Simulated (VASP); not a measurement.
Cl:

```xyz
2
Lattice="3.1536 0.0000 0.0000 -1.5768 2.7311 0.0000 0.0000 0.0000 5.1088" Properties=species:S:1:pos:R:3 pbc="T T T"
Cl    0.0000    1.8207    1.2772
Cl    1.5768    0.9104    3.8316
```

```yaml
Program: VASP 6.6.1
Task: relaxation of cell and atoms
Functional: PBEsol
Potentials_or_basis: VASP PAW PBE potentials, release 64 (Cl)
Cutoff: 600 eV
k_mesh: 15 × 15 × 8
Occupations: fermi-dirac, width 0.08 eV
Spin: no spin polarisation
```

At the start: pressure -3.9 GPa; volume 22.00 Å³/atom.

Q: How do energy, volume and symmetry change on relaxing?

A: Over 38 steps the energy falls by 216.0 meV/atom and the volume is 20.53 Å³/atom (-6.7 %); space group P6_3/mmc (No. 194, to 0.1 Å) before and after.

The path:
| step | energy change (eV) | largest force (eV/Å) | pressure (GPa) | volume (Å³) |
| --- | --- | --- | --- | --- |
| 1 | 0.0000 | 0.0000 | -3.86 | 44.00 |
| 2 | -0.0618 | 0.0000 | -1.86 | 40.71 |
| 3 | -0.0748 | 0.0000 | -0.11 | 38.85 |
| 4 | -0.0749 | 0.0000 | 0.09 | 38.65 |
| 5 | -0.0812 | 0.0000 | 0.17 | 38.56 |
| 6 | -0.1205 | 0.0000 | 0.47 | 38.26 |
| 7 | -0.2434 | 0.0000 | 1.52 | 37.52 |
| 8 | -0.3115 | 0.0000 | 8.41 | 35.50 |
| 9 | -0.3438 | 0.0000 | 5.08 | 36.30 |
| 10 | -0.3432 | 0.0000 | 5.86 | 36.10 |
| 11 | -0.3438 | 0.0000 | 5.89 | 36.10 |
| 12 | -0.3455 | 0.0000 | 5.99 | 36.12 |
| 13 | -0.3477 | 0.0000 | 6.21 | 36.15 |
| 14 | -0.3466 | 0.0000 | 6.70 | 36.20 |
| 15 | -0.3481 | 0.0000 | 6.42 | 36.18 |
| 16 | -0.3510 | 0.0000 | 6.27 | 36.25 |
| 17 | -0.3596 | 0.0000 | 5.85 | 36.49 |
| 18 | -0.3750 | 0.0000 | 5.07 | 36.95 |
| 19 | -0.3998 | 0.0000 | 3.60 | 37.90 |
| 20 | -0.4275 | 0.0000 | 1.16 | 39.83 |
| 21 | -0.4130 | 0.0000 | -2.15 | 43.87 |
| 22 | -0.4319 | 0.0000 | -0.11 | 41.17 |
| 23 | -0.4319 | 0.0000 | -0.04 | 41.07 |
| 24 | -0.4319 | 0.0000 | 0.06 | 40.97 |
| 25 | -0.4319 | 0.0000 | 0.06 | 40.97 |
| 26 | -0.4319 | 0.0000 | 0.07 | 40.97 |
| 27 | -0.4319 | 0.0000 | 0.06 | 40.97 |
| 28 | -0.4319 | 0.0000 | 0.07 | 40.97 |
| 29 | -0.4319 | 0.0000 | 0.07 | 40.97 |
| 30 | -0.4319 | 0.0000 | 0.08 | 40.98 |
| 31 | -0.4319 | 0.0000 | 0.05 | 40.98 |
| 32 | -0.4319 | 0.0000 | 0.03 | 41.00 |
| 33 | -0.4319 | 0.0000 | 0.01 | 41.03 |
| 34 | -0.4319 | 0.0000 | -0.05 | 41.09 |
| 35 | -0.4319 | 0.0000 | -0.02 | 41.07 |
| 36 | -0.4319 | 0.0000 | -0.03 | 41.07 |
| 37 | -0.4319 | 0.0000 | -0.02 | 41.07 |
| 38 | -0.4319 | 0.0000 | 0.00 | 41.07 |

Final structure:
```
CELL_PARAMETERS angstrom
3.48123 0.00000 0.00000
-1.74061 3.01483 0.00000
0.00000 0.00000 3.91297
ATOMIC_POSITIONS crystal
Cl 0.33333 0.66667 0.25000
Cl 0.66667 0.33333 0.75000
```

Caveat: a cell axis changed by over 15 % at a fixed basis, so the end point is rough; the PAW data sets were made with another functional, which shifts forces and pressure a little.
